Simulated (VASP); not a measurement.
Here is a VASP 6.6.1 calculation.

INCAR

```
SYSTEM = C
PREC     = Accurate       ! precision mode
ENCUT    = 520            ! plane-wave cutoff, eV
EDIFF    = 1E-7           ! SCF threshold, eV
ISMEAR   = 0              ! smearing method
SIGMA    = 0.01           ! smearing width, eV
LREAL    = .False.        ! projectors in reciprocal space
LASPH    = .True.         ! aspherical terms in the spheres
NELM     = 100            ! most SCF steps
ALGO     = Normal         ! electronic algorithm
ISIF     = 2              ! what is computed and relaxed
LWAVE    = .False.        ! write WAVECAR
LCHARG   = .False.        ! write CHGCAR
GGA      = PS             ! functional
NBANDS   = 11             ! bands
```

File KPOINTS:

```
Automatic mesh
0
Gamma
  12 12 12
  0 0 0
```

File POSCAR:

```
C
1.0
    1.7946727621      1.7946727621      0.0000000000
   -1.7946727621      1.7946727621      0.0000000000
    0.0000000000      1.7946727621      1.7723041661
C
2
Direct
    0.5000000000      0.5000000000      0.0000000000
    0.7500000000      0.2500000000      0.5000000000
```

Potentials or basis: VASP PAW PBE potentials, release 64 (C).

Run with:

```sh
$ cat potpaw_PBE.64/C/POTCAR > POTCAR
$ mpirun -np 1 vasp_std > vasp.out
```

(1) Predict the band gap on the k mesh.

(2) What does it give for the pressure?

Answers

(1) 3.71 eV, indirect (least direct gap 5.30 eV).

(2) -6.5 GPa.

Caveat: the cell differs from its parent crystal (in-plane strain +0.01, then relaxed in part); the PAW data sets were made with another functional, which shifts forces and pressure a little.
